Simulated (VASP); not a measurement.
# InSb3 (Pm-3m) in VASP: a series of runs

Aim: see how the results for InSb3 move with the level of theory and the settings. Levels: PBE-based screened hybrid with 10 % exact exchange, PBE-based screened hybrid with 15 % exact exchange, PBE-based screened hybrid with 20 % exact exchange, PBE. Tasks: single point.

Everything below comes from runs of VASP 6.6.1. Logs are shortened: lines on timing, memory, paths and dates and some standing lists are left out, and cuts for length are marked.

### 1 The cell of the first run

The structure is cubic, space group Pm-3m (No. 221). Conventional cell: a = 4.806 Å, b = 4.806 Å, c = 4.806 Å, α = 90.00°, β = 90.00°, γ = 90.00°. Sb (site symmetry 4/mmm) has 8 Sb at 3.40 Å and 4 In at 3.40 Å within 4.5 Å. Within 4.5 Å of In (site symmetry m-3m) lie 12 Sb at 3.40 Å.

### 2 Single point, PBE-based screened hybrid with 10 % exact exchange

Input file POSCAR:

```
InSb3
1.0
    4.8063670000      0.0000000000      0.0000000000
    0.0000000000      4.8063670000      0.0000000000
    0.0000000000      0.0000000000      4.8063670000
Sb In
3 1
Direct
    0.5000000000      0.5000000000      0.0000000000
    0.0000000000      0.5000000000      0.5000000000
    0.5000000000      0.0000000000      0.5000000000
    0.0000000000      0.0000000000      0.0000000000
```

Input file INCAR.step1:

```
PREC = Accurate
ENCUT = 520
EDIFF = 1E-5
ISMEAR = -1
SIGMA = 0.05
LREAL = F
LASPH = T
NELM = 100
ALGO = Normal
ISIF = 2
LWAVE = T
LCHARG = F
NBANDS = 22
GGA = PE
```

Input file INCAR.step2:

```
PREC = Accurate
ENCUT = 520
EDIFF = 1E-7
ISMEAR = -1
SIGMA = 0.05
LREAL = F
LASPH = T
NELM = 100
ALGO = Normal
ISIF = 2
LWAVE = F
LCHARG = F
GGA = PE
LHFCALC = T
AEXX = 0.1
HFSCREEN = 0.2
PRECFOCK = Normal
NBANDS = 22
ISTART = 1
```

Input file KPOINTS:

```
Automatic mesh
0
Gamma
  3 3 3
```

Potentials or basis: VASP PAW PBE potentials, release 64 (Sb, In_d).

Started as:

```
> cat potpaw_PBE.64/Sb/POTCAR potpaw_PBE.64/In_d/POTCAR > POTCAR
> cp INCAR.step1 INCAR
> mpirun -np 1 vasp_std > vasp.out
> cp INCAR.step2 INCAR
> mpirun -np 1 vasp_std > vasp.out
```

OUTCAR:

```text
PREC = Accurate
   ENCUT = 520
   EDIFF = 1E-7
   ISMEAR = -1
   LREAL = F
   LASPH = T
   NELM = 100
   ISIF = 2
   GGA = PE
   LHFCALC = T
   AEXX = 0.1
   HFSCREEN = 0.2
   PRECFOCK = Normal
   ISTART = 1

 ion  position               nearest neighbor table
   1  0.500  0.500  0.000-   2 3.40   3 3.40   4 3.40   2 3.40   3 3.40   3 3.40   4 3.40   3 3.40
                             2 3.40   4 3.40   2 3.40   4 3.40
   2  0.000  0.500  0.500-   1 3.40   3 3.40   4 3.40   1 3.40   4 3.40   3 3.40   4 3.40   4 3.40
                             1 3.40   3 3.40   1 3.40   3 3.40
   3  0.500  0.000  0.500-   1 3.40   2 3.40   4 3.40   1 3.40   4 3.40   1 3.40   2 3.40   1 3.40
                             2 3.40   4 3.40   4 3.40   2 3.40
   4  0.000  0.000  0.000-   1 3.40   2 3.40   3 3.40   2 3.40   3 3.40   1 3.40   2 3.40   2 3.40
                             1 3.40   3 3.40   3 3.40   1 3.40

  LATTYP: Found a simple cubic cell.
 ALAT       =     4.8063670000

  Lattice vectors:

 A1 = (   4.8063670000,   0.0000000000,   0.0000000000)
 A2 = (   0.0000000000,   4.8063670000,   0.0000000000)
 A3 = (   0.0000000000,   0.0000000000,   4.8063670000)

Analysis of symmetry for initial positions (statically):
=====================================================================
 Subroutine PRICEL returns:
 Original cell was already a primitive cell.

 Routine SETGRP: Setting up the symmetry group for a
 simple cubic supercell.

 Subroutine GETGRP returns: Found 48 space group operations
 (whereof 48 operations were pure point group operations)
 out of a pool of 48 trial point group operations.

The static configuration has the point symmetry O_h .

Analysis of symmetry for dynamics (positions and initial velocities):
=====================================================================
 Subroutine PRICEL returns:
 Original cell was already a primitive cell.

 Routine SETGRP: Setting up the symmetry group for a
 simple cubic supercell.

 Subroutine GETGRP returns: Found 48 space group operations
 (whereof 48 operations were pure point group operations)
 out of a pool of 48 trial point group operations.

The dynamic configuration has the point symmetry O_h .

 Subroutine INISYM returns: Found 48 space group operations
 (whereof 48 operations are pure point group operations),
 and found     1 'primitive' translations

----------------------------------------------------------------------------------------

                                     Primitive cell

  volume of cell :     111.0327

  direct lattice vectors                    reciprocal lattice vectors
     4.806367000  0.000000000  0.000000000     0.208057354  0.000000000  0.000000000
     0.000000000  4.806367000  0.000000000     0.000000000  0.208057354  0.000000000
     0.000000000  0.000000000  4.806367000     0.000000000  0.000000000  0.208057354

  length of vectors
     4.806367000  4.806367000  4.806367000     0.208057354  0.208057354  0.208057354

  position of ions in fractional coordinates (direct lattice)
     0.500000000  0.500000000  0.000000000
     0.000000000  0.500000000  0.500000000
     0.500000000  0.000000000  0.500000000
     0.000000000  0.000000000  0.000000000

  ion indices of the primitive-cell ions
   primitive index   ion index
                 1           1
                 2           2
                 3           3
                 4           4

----------------------------------------------------------------------------------------

 KPOINTS: Automatic mesh

Automatic generation of k-mesh.
 Grid dimensions read from file:
 generate k-points for:    3    3    3

 Generating k-lattice:

  Cartesian coordinates                     Fractional coordinates (reciprocal lattice)
     0.069352451  0.000000000  0.000000000     0.333333333  0.000000000  0.000000000
     0.000000000  0.069352451  0.000000000     0.000000000  0.333333333  0.000000000
     0.000000000  0.000000000  0.069352451     0.000000000  0.000000000  0.333333333

  Length of vectors
     0.069352451  0.069352451  0.069352451

  Shift w.r.t. Gamma in fractional coordinates (k-lattice)
     0.000000000  0.000000000  0.000000000

 Subroutine IBZKPT returns following result:
 ===========================================

 Found      4 irreducible k-points:

 Following reciprocal coordinates:
            Coordinates               Weight
  0.000000  0.000000  0.000000      1.000000
  0.333333  0.000000  0.000000      6.000000
  0.333333  0.333333  0.000000     12.000000
  0.333333  0.333333  0.333333      8.000000
   k-points           NKPTS =      4   k-points in BZ     NKDIM =     27   number of bands    NBANDS=     22
   number of dos      NEDOS =    301   number of ions     NIONS =      4
   total plane-waves  NPLWV =  46656
   dimension x,y,z NGX =    36 NGY =   36 NGZ =   36
   dimension x,y,z NGXF=    72 NGYF=   72 NGZF=   72
   ions per type =               3   1
[... 61 lines left out ...]
  ---------------------------------------------------
  ext. energy  EPLUGINS =         0.00000000
  ---------------------------------------------------
  free energy    TOTEN  =       -15.47095439 eV

  energy without entropy =      -15.44265274  energy(sigma->0) =      -15.45680356

 E-fermi :   7.6544     XC(G=0):  -9.3806

 val. band max:        7.0359280833   @ k =   0.3333   0.0000   0.0000
 cond. band min:       7.6890761760   @ k =   0.3333   0.3333   0.0000
 fundamental gap:      0.6531480927
 Fermi energy:         7.6544144427

 k-point     1 :       0.0000    0.0000    0.0000
  band No.  band energies     occupation
      1      -7.5637      2.00000
      2      -7.5637      2.00000
      3      -7.5503      2.00000
      4      -7.5503      2.00000
      5      -7.5503      2.00000
      6      -4.9762      2.00000
      7      -0.0234      2.00000
      8      -0.0234      2.00000
      9       3.2594      2.00000
     10       3.2594      2.00000
     11       3.2594      2.00000
     12       4.1088      2.00000
     13       8.2558      0.00001
     14       8.2558      0.00001
     15       8.2558      0.00001
     16       9.6370      0.00000
     17       9.6370      0.00000
     18       9.6370      0.00000
     19      12.6869      0.00000
     20      12.6869      0.00000
     21      12.8503      0.00000
     22      13.1004      0.00000

 k-point     2 :       0.3333    0.0000    0.0000
  band No.  band energies     occupation
      1      -7.5600      2.00000
      2      -7.5588      2.00000
      3      -7.5588      2.00000
      4      -7.5522      2.00000
      5      -7.5501      2.00000
      6      -4.2931      2.00000
      7      -2.0170      2.00000
      8       0.0974      2.00000
      9       3.2351      2.00000
     10       4.0557      2.00000
     11       4.0557      2.00000
     12       6.5226      2.00000
     13       6.5226      2.00000
     14       6.9330      2.00000
     15       7.0359      1.99999
     16       8.1591      0.00008
     17       9.7076      0.00000
     18       9.7076      0.00000
     19      12.2071      0.00000
     20      12.7240      0.00000
     21      12.7240      0.00000
     22      13.6306      0.00000

 k-point     3 :       0.3333    0.3333    0.0000
  band No.  band energies     occupation
      1      -7.5748      2.00000
      2      -7.5583      2.00000
      3      -7.5579      2.00000
      4      -7.5535      2.00000
      5      -7.5423      2.00000
      6      -3.6121      2.00000
      7      -1.8491      2.00000
      8      -1.1689      2.00000
      9       1.7776      2.00000
     10       4.6818      2.00000
     11       4.8406      2.00000
     12       6.0726      2.00000
     13       6.4291      2.00000
     14       6.9075      2.00000
     15       7.6891      0.66663
     16       8.7652      0.00000
     17       9.2063      0.00000
     18      10.3613      0.00000
     19      10.4282      0.00000
     20      10.9558      0.00000
     21      14.1421      0.00000
     22      14.1924      0.00000

 k-point     4 :       0.3333    0.3333    0.3333
  band No.  band energies     occupation
      1      -7.5740      2.00000
      2      -7.5718      2.00000
      3      -7.5718      2.00000
      4      -7.5400      2.00000
      5      -7.5400      2.00000
      6      -2.9671      2.00000
      7      -1.4791      2.00000
      8      -1.4791      2.00000
      9       1.5620      2.00000
     10       3.3339      2.00000
     11       3.4568      2.00000
     12       3.4568      2.00000
     13       5.8969      2.00000
     14       8.8999      0.00000
     15       8.8999      0.00000
     16      10.3629      0.00000
     17      11.0412      0.00000
     18      11.0412      0.00000
     19      11.2146      0.00000
     20      13.7676      0.00000
     21      13.7676      0.00000
     22      14.8113      0.00000

------------------------ aborting loop because EDIFF is reached ----------------------------------------

  FORCE on cell =-STRESS in cart. coord.  units (eV):
  Direction    XX          YY          ZZ          XY          YZ          ZX
  --------------------------------------------------------------------------------------
  -------------------------------------------------------------------------------------
  Total       -1.0837840     -1.0837840     -1.0837840     -0.0000000     -0.0000000      0.0000000
  in kB      -15.6387670    -15.6387670    -15.6387670     -0.0000000     -0.0000000      0.0000000
  external PRESSURE =     -15.6387670 kB  Pullay stress =       0.0000000 kB

 VOLUME and BASIS-vectors are now :
 -----------------------------------------------------------------------------
  energy-cutoff  :      520.00
  volume of cell :      111.03
      direct lattice vectors                 reciprocal lattice vectors
     4.806367000  0.000000000  0.000000000     0.208057354  0.000000000  0.000000000
     0.000000000  4.806367000  0.000000000     0.000000000  0.208057354  0.000000000
     0.000000000  0.000000000  4.806367000     0.000000000  0.000000000  0.208057354

 POSITION                                       TOTAL-FORCE (eV/Angst)
 -----------------------------------------------------------------------------------
      2.40318      2.40318      0.00000         0.000000      0.000000      0.000000
      0.00000      2.40318      2.40318         0.000000      0.000000      0.000000
      2.40318      0.00000      2.40318         0.000000      0.000000      0.000000
      0.00000      0.00000      0.00000         0.000000      0.000000      0.000000
 -----------------------------------------------------------------------------------
    total drift:                               -0.000000      0.000000      0.000000

  FREE ENERGIE OF THE ION-ELECTRON SYSTEM (eV)
  ---------------------------------------------------
  free  energy   TOTEN  =       -15.4709543904 eV

  energy  without entropy=      -15.4426527389  energy(sigma->0) =      -15.45680356
```

It took 6.8 min on 1 thread of Intel Xeon 6975P-C (Granite Rapids), shared host; peak memory 0.32 GiB.

What came out:

- Free energy: -15.4710 eV
- Pressure: -1.6 GPa
- Band gap on the k mesh: zero (bands 14 and 15 overlap by 1.86 eV)

Caveat: the k points lie up to 0.44 Å⁻¹ apart, too coarse for converged energies and pressures of a metal; the PAW data sets were made with another functional, which shifts forces and pressure a little; spin-orbit coupling is left out, which moves the levels of the heavy elements.

### 3 Single point, PBE-based screened hybrid with 15 % exact exchange

POSCAR is that of step 2.

Input file INCAR.step1:

```
SYSTEM = InSb3
PREC = Accurate ; ENCUT = 520
EDIFF = 1E-5 ; ISMEAR = -1
SIGMA = 0.05 ; LREAL = .False.
LASPH = .True. ; NELM = 100
ALGO = Normal ; ISIF = 2
LWAVE = .True. ; LCHARG = .False.
NBANDS = 22 ; GGA = PE
```

Input file INCAR.step2:

```
SYSTEM = InSb3
PREC = Accurate ; ENCUT = 520
EDIFF = 1E-6 ; ISMEAR = -1
SIGMA = 0.05 ; LREAL = .False.
LASPH = .True. ; NELM = 100
ALGO = Normal ; ISIF = 2
LWAVE = .False. ; LCHARG = .False.
GGA = PE ; LHFCALC = .True.
AEXX = 0.15 ; HFSCREEN = 0.2
PRECFOCK = Normal ; NBANDS = 22
ISTART = 1
```

Input file KPOINTS:

```
regular mesh
0
Gamma
  3 3 3
  0 0 0
```

Potentials or basis: VASP PAW PBE potentials, release 64 (Sb, In_d).

Started as:

```
> cat potpaw_PBE.64/Sb/POTCAR potpaw_PBE.64/In_d/POTCAR > POTCAR
> cp INCAR.step1 INCAR
> mpirun -np 1 vasp_std > vasp.out
> cp INCAR.step2 INCAR
> mpirun -np 1 vasp_std > vasp.out
```

Run time: 5.9 min. Hardware: 1 thread of Intel Xeon 6975P-C (Granite Rapids), shared host; peak memory 0.32 GiB.

Results (log left out):

| Item | Value |
| --- | --- |
| Free energy | -16.0504 eV |
| Pressure | -2.0 GPa |
| Band gap on the k mesh | zero (bands 14 and 15 overlap by 1.91 eV) |

Levels at points of the mesh, in eV from the Fermi level:
```csv
k point,band 11,band 12,band 13,band 14,band 15,band 16
"(0.00, 0.00, 0.00)",-4.52,-3.60,0.60,0.60,0.60,2.04
```

Caveat: the k points lie up to 0.44 Å⁻¹ apart, too coarse for converged energies and pressures of a metal; the PAW data sets were made with another functional, which shifts forces and pressure a little; spin-orbit coupling is left out, which moves the levels of the heavy elements.

### 4 Single point, PBE-based screened hybrid with 20 % exact exchange

POSCAR is that of step 3.

Input file INCAR.step1:

```
PREC = Accurate ; ENCUT = 520
EDIFF = 1E-5 ; ISMEAR = -1
SIGMA = 0.05 ; LREAL = False
LASPH = True ; NELM = 60
ALGO = Normal ; ISIF = 2
LWAVE = True ; GGA = PE
NBANDS = 22
```

Input file INCAR.step2:

```
PREC = Accurate ; ENCUT = 520
EDIFF = 1E-6 ; ISMEAR = -1
SIGMA = 0.05 ; LREAL = False
LASPH = True ; NELM = 60
ALGO = Normal ; ISIF = 2
LWAVE = False ; LCHARG = True
GGA = PE ; LHFCALC = True
AEXX = 0.2 ; HFSCREEN = 0.2
PRECFOCK = Normal ; LELF = True
LVHAR = True ; ISTART = 1
NBANDS = 22
```

Input file KPOINTS:

```
Automatic mesh
0
Gamma
  3 3 3
```

Started as:

```
> cat potpaw_PBE.64/Sb/POTCAR potpaw_PBE.64/In_d/POTCAR > POTCAR
> cp INCAR.step1 INCAR
> mpirun -np 1 vasp_std > vasp.out
> cp INCAR.step2 INCAR
> mpirun -np 1 vasp_std > vasp.out
```

It took 6.1 min on 1 thread of Intel Xeon 6975P-C (Granite Rapids), shared host; peak memory 0.32 GiB.

Results (log left out):

```yaml
Free_energy: -16.6736 eV
Pressure: -2.5 GPa
Band_gap_on_the_k_mesh: zero (bands 14 and 15 overlap by 1.95 eV)
```

Levels at points of the mesh, in eV from the Fermi level:
```tsv
k point	band 10	band 11	band 12	band 13	band 14	band 15	band 16	band 17
(0.00, 0.00, 0.00)	-4.65	-4.65	-3.65	0.60	0.60	0.60	2.10	2.10
```

Caveat: the k points lie up to 0.44 Å⁻¹ apart, too coarse for converged energies and pressures of a metal; the PAW data sets were made with another functional, which shifts forces and pressure a little; spin-orbit coupling is left out, which moves the levels of the heavy elements.

### 5 Single point, PBE

This run uses another cell than the first one, of 27.85 Å³/atom.

Input file INCAR:

```
  PREC = Accurate
  ENCUT = 520
  EDIFF = 1E-7
  ISMEAR = -1
  SIGMA = 0.05
  LREAL = F
  LASPH = T
  NELM = 80
  ALGO = Normal
  ISIF = 2
  LWAVE = F
  LCHARG = F
  GGA = PE
  NBANDS = 22
```

Input file KPOINTS:

```
regular mesh
0
Gamma
  6 6 6
```

Input file POSCAR:

```
InSb3
1.0
    4.8119439112      0.0000000000      0.0000000000
    0.0000000000      4.8119439112      0.0000000000
    0.0000000000      0.0000000000      4.8119439112
Sb In
3 1
Direct
    0.5000000000      0.5000000000      0.0000000000
    0.0000000000      0.5000000000      0.5000000000
    0.5000000000      0.0000000000      0.5000000000
    0.0000000000      0.0000000000      0.0000000000
```

Started as:

```
> cat potpaw_PBE.64/Sb/POTCAR potpaw_PBE.64/In_d/POTCAR > POTCAR
> mpirun -np 1 vasp_std > vasp.out
```

Wall time 67 s (1 thread of Intel Xeon 8259CL, shared host); peak memory 0.22 GiB.

The run converged. Its results:

- Free energy: -14.2532 eV
- Pressure: -0.1 GPa
- Band gap on the k mesh: zero (bands 14 and 15 overlap by 4.60 eV)

Levels at points of the mesh, in eV from the Fermi level:
```tsv
k point	band 10	band 11	band 12	band 13	band 14	band 15	band 16	band 17	band 18	band 19
(0.00, 0.00, 0.00)	-4.28	-4.28	-3.59	0.42	0.42	0.42	1.72	1.72	1.72	4.69
(0.50, 0.00, 0.00)	-2.90	-2.90	-2.10	-2.10	-1.12	-0.84	1.96	2.15	2.15	2.40
(0.50, 0.50, 0.00)	-2.47	-1.65	-1.65	-1.34	-1.12	-1.12	-0.48	1.04	3.24	3.43
(0.50, 0.50, 0.50)	-4.97	-4.97	-4.97	-4.79	3.48	3.48	3.53	3.53	3.53	6.35
```

Caveat: spin-orbit coupling is left out, which moves the levels of the heavy elements.

### 6 Single point, PBE

This run uses another cell than the first one, of 27.86 Å³/atom.

Input file INCAR:

```
SYSTEM = InSb3
  PREC = Accurate
  ENCUT = 520
  EDIFF = 1E-6
  ISMEAR = -1
  SIGMA = 0.05
  LREAL = .FALSE.
  LASPH = .TRUE.
  NELM = 80
  ALGO = Normal
  ISIF = 2
  LWAVE = .FALSE.
  LCHARG = .FALSE.
  GGA = PE
  NBANDS = 22
```

Input file KPOINTS:

```
Automatic mesh
0
G
  6 6 6
  0 0 0
```

Input file POSCAR:

```
InSb3
1.0
    4.8120126311      0.0000000000      0.0000000000
    0.0000000000      4.8120126311      0.0000000000
    0.0000000000      0.0000000000      4.8120126311
Sb In
3 1
Direct
    0.5000000000      0.5000000000      0.0000000000
    0.0000000000      0.5000000000      0.5000000000
    0.5000000000      0.0000000000      0.5000000000
    0.0000000000      0.0000000000      0.0000000000
```

Potentials or basis: VASP PAW PBE potentials, release 64 (Sb, In_d).

Started as:

```
> cat potpaw_PBE.64/Sb/POTCAR potpaw_PBE.64/In_d/POTCAR > POTCAR
> mpirun -np 1 vasp_std > vasp.out
```

Run time: 56 s. Hardware: 1 thread of Intel Xeon 8259CL, shared host; peak memory 0.22 GiB.

Results (log left out):

| Property | Result |
| --- | --- |
| Free energy | -14.2532 eV |
| Pressure | -0.1 GPa |
| Band gap on the k mesh | zero (bands 14 and 15 overlap by 4.60 eV) |

Levels at points of the mesh, in eV from the Fermi level:
```
           k point  band 11  band 12  band 13  band 14  band 15  band 16  band 17  band 18
(0.00, 0.00, 0.00)    -4.28    -3.59     0.42     0.42     0.42     1.72     1.72     1.72
(0.50, 0.00, 0.00)    -2.89    -2.10    -2.10    -1.12    -0.84     1.96     2.15     2.15
(0.50, 0.50, 0.00)    -1.65    -1.65    -1.34    -1.12    -1.12    -0.48     1.04     3.24
(0.50, 0.50, 0.50)    -4.97    -4.97    -4.79     3.48     3.48     3.53     3.53     3.53
```

Caveat: spin-orbit coupling is left out, which moves the levels of the heavy elements.

### 7 Overview

```csv
level,cell,k mesh,grid for exact exchange (PRECFOCK),share of exact exchange,screening parameter,gap on the mesh (eV),pressure (GPa)
PBE-based screened hybrid with 10 % exact exchange,"a = 4.806 Å, 4 atoms",3 × 3 × 3,Normal,0.1,0.2 1/Å,none,-1.6
PBE-based screened hybrid with 15 % exact exchange,"a = 4.806 Å, 4 atoms",3 × 3 × 3,Normal,0.15,0.2 1/Å,none,-2.0
PBE-based screened hybrid with 20 % exact exchange,"a = 4.806 Å, 4 atoms",3 × 3 × 3,Normal,0.2,0.2 1/Å,none,-2.5
PBE,"a = 4.812 Å, 4 atoms",6 × 6 × 6,-,-,-,none,-0.1
```

Alike in all rows: task single point; potentials or basis VASP PAW PBE potentials, release 64 (Sb, In_d); no spin polarisation; cutoff (eV) 520; smearing fermi-dirac 0.05 eV.

Caveats: some runs use coarse meshes; spin-orbit coupling is left out, which moves the levels of the heavy elements; the PAW data sets were made with another functional, which shifts forces and pressure a little (at least some runs).

Absolute energies hang on the potentials; compare differences alone.
